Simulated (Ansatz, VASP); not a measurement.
## TlH5: VASP beside Ansatz

```xyz
6
Lattice="3.0680 0.0000 0.0000 -1.5340 2.6570 0.0000 0.0000 0.0000 6.9265" Properties=species:S:1:pos:R:3 pbc="T T T"
Tl    0.0000    0.0000    3.4633
H     0.0000    0.0000    1.7704
H     0.0000    0.0000    5.1561
H     1.5340    0.0000    0.0000
H    -0.7670    1.3285    0.0000
H     0.7670    1.3285    0.0000
```

Alike in both runs: functional PBE; k mesh 12 × 12 × 6; occupations gaussian, width 0.1 eV; no spin polarisation.

Ansatz relaxed the structure, and its values are those at the end. VASP's run is a single point on that final structure, the one shown.

|  | VASP | Ansatz |
| --- | --- | --- |
| version | VASP 6.6.1 | Ansatz 0.2.0 |
| potentials or method | VASP PAW PBE potentials, release 64 (Tl_d, H), cutoff 520 eV | scalar-relativistic, plane waves, PAW |
| valence electrons in the cell | 18 | 18 |

Ansatz gave:

```
gap on the k mesh at the Fermi level (eV) : none
pressure (GPa)                            : 0.0
rms of the force components (eV/Å)        : 0.000
```

Problem. Estimate VASP's values.

Solution. gap on the k mesh at the Fermi level (eV): none; pressure (GPa): -0.3; rms of the force components (eV/Å): 0.011.

A gap of «none» marks a metal or a gap that the smearing closes.

Spin-orbit coupling is off throughout.
